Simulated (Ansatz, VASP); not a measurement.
**Two plane-wave programs on ZnS**

POSCAR

```
ZnS
1.0
    0.0000000000      2.7375567091      2.7375567091
    2.7375567091      0.0000000000      2.7375567091
    2.7375567091      2.7375567091      0.0000000000
Zn S
1 1
Direct
    0.7500000000      0.7500000000      0.7500000000
    0.0000000000      0.0000000000      0.0000000000
```

The input INCAR.step1:

```
SYSTEM = ZnS
PREC     = Accurate       ! precision mode
ENCUT    = 520            ! plane-wave cutoff, eV
EDIFF    = 1E-5           ! SCF threshold, eV
ISMEAR   = -1             ! smearing method
SIGMA    = 0.05           ! smearing width, eV
LREAL    = .FALSE.        ! projectors in reciprocal space
LASPH    = .TRUE.         ! aspherical terms in the spheres
NELM     = 100            ! most SCF steps
ALGO     = Normal         ! electronic algorithm
ISIF     = 2              ! what is computed and relaxed
LWAVE    = .TRUE.         ! write WAVECAR
NBANDS   = 16             ! bands
GGA      = PE             ! functional
```

INCAR.step2

```
SYSTEM = ZnS
PREC     = Accurate       ! precision mode
ENCUT    = 520            ! plane-wave cutoff, eV
EDIFF    = 1E-6           ! SCF threshold, eV
ISMEAR   = -1             ! smearing method
SIGMA    = 0.05           ! smearing width, eV
LREAL    = .FALSE.        ! projectors in reciprocal space
LASPH    = .TRUE.         ! aspherical terms in the spheres
NELM     = 100            ! most SCF steps
ALGO     = Normal         ! electronic algorithm
ISIF     = 2              ! what is computed and relaxed
LWAVE    = .FALSE.        ! write WAVECAR
LCHARG   = .TRUE.         ! write CHGCAR
METAGGA  = R2SCAN         ! meta-GGA
LHFCALC  = .TRUE.         ! exact exchange
AEXX     = 0.1            ! exact-exchange fraction
LMIXTAU  = .TRUE.       
PRECFOCK = Normal       
LELF     = .TRUE.         ! ELF
LVHAR    = .TRUE.       
NBANDS   = 16             ! bands
ISTART   = 1
```

The input KPOINTS:

```
regular mesh
0
G
  5 5 5
  0 0 0
```

File input.yaml:

```yaml
crystal:
  lattice:
    - [0.0, 2.7375567091, 2.7375567091]
    - [2.7375567091, 0.0, 2.7375567091]
    - [2.7375567091, 2.7375567091, 0.0]
  atoms:
    - { symbol: Zn, position: [0.75, 0.75, 0.75] }
    - { symbol: S, position: [0.0, 0.0, 0.0] }
hamiltonian:
  xc: r2scanh
  pseudopotentials: { kind: paw }
kpoints:
  mp_grid: { grid: [5, 5, 5] }
scf:
  occupations: { method: fermi_dirac, width: 0.05 }
output:
  forces: true
  stress: true
  eigenvalues: true
```

Alike in both runs: task single point; functional r2SCANh; k mesh 5 × 5 × 5; occupations fermi-dirac, width 0.05 eV; no spin polarisation.

|  | VASP | Ansatz |
| --- | --- | --- |
| version | VASP 6.6.1 | Ansatz 0.2.0 |
| potentials or method | VASP PAW PBE potentials, release 64 (Zn, S) | Ansatz PAW |
| plane-wave cutoff (eV) | 520 | 500 |
| valence electrons in the cell | 18 | 18 |

|  | VASP | Ansatz | Ansatz less VASP |
| --- | --- | --- | --- |
| gap on the k mesh at the Fermi level (eV) | 3.16 | 3.15 | -0.011 |
| least direct gap on the mesh (eV) | 3.16 | 3.15 | -0.011 |
| pressure (GPa) | -3.3 | -3.3 | +0.03 |

VASP's potentials were made for PBE, not for r2SCANh. With one functional, cell and mesh, what is left measures potentials, basis and numerics.

Noted on Ansatz's run: odd divisions of the mesh miss points on the zone boundary, where band edges often lie, so the gap on the mesh can be too wide.
